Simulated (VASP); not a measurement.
Wanted: the native input for a VASP 6.6.1 run.

| Quantity | Value |
| --- | --- |
| Task | single point |
| Functional | PBE |
| Potentials or basis | VASP PAW PBE potentials, release 64 (Si, C) |
| Cutoff | 520 eV |
| k mesh | 6 × 6 × 2 |
| Occupations | gaussian, width 0.1 eV |
| Spin | no spin polarisation |
| Dipole correction | no |
| Further INCAR settings | ALGO = Normal; EDIFF = 1e-06; NBANDS = 21 |

The structure of SiC2 lies in POSCAR:

```
SiC2
1.0
    2.9496766788      0.0000000000      0.0000000000
   -1.4748383394      2.5544949368      0.0000000000
    0.0000000000      0.0000000000      7.2627850648
Si C
2 4
Direct
    0.3333333333      0.6666666667      0.2961550592
    0.6666666667      0.3333333333      0.7038449408
    0.0000000000      0.0000000000      0.6103377985
    0.6666666667      0.3333333333      0.9652317199
    0.0000000000      0.0000000000      0.3896622015
    0.3333333333      0.6666666667      0.0347682801
```

The input as run:

INCAR

```
SYSTEM = SiC2
PREC = Accurate ; ENCUT = 520
EDIFF = 1E-6 ; ISMEAR = 0
SIGMA = 0.1 ; LREAL = .False.
LASPH = .True. ; NELM = 60
ALGO = Normal ; ISIF = 2
LWAVE = .False. ; LCHARG = .False.
GGA = PE ; NBANDS = 21
```

KPOINTS

```
Automatic mesh
0
Gamma
  6 6 2
  0 0 0
```

Potentials or basis: VASP PAW PBE potentials, release 64 (Si, C).

The run is started by

```sh
$ cat potpaw_PBE.64/Si/POTCAR potpaw_PBE.64/C/POTCAR > POTCAR
$ mpirun -np 1 vasp_std > vasp.out
```

Results of the run:

| Property | Result |
| --- | --- |
| Pressure | -0.3 GPa |
| Largest force | 0.030 eV/Å |
| Band gap on the k mesh | 1.49 eV, indirect (least direct gap 1.91 eV) |

Caveat: the k points lie up to 0.43 Å⁻¹ apart.

Run time: 7.5 s on 1 thread of Intel(R) Xeon(R) 6975P-C (Granite Rapids) (shared host), peak memory 0.16 GiB.
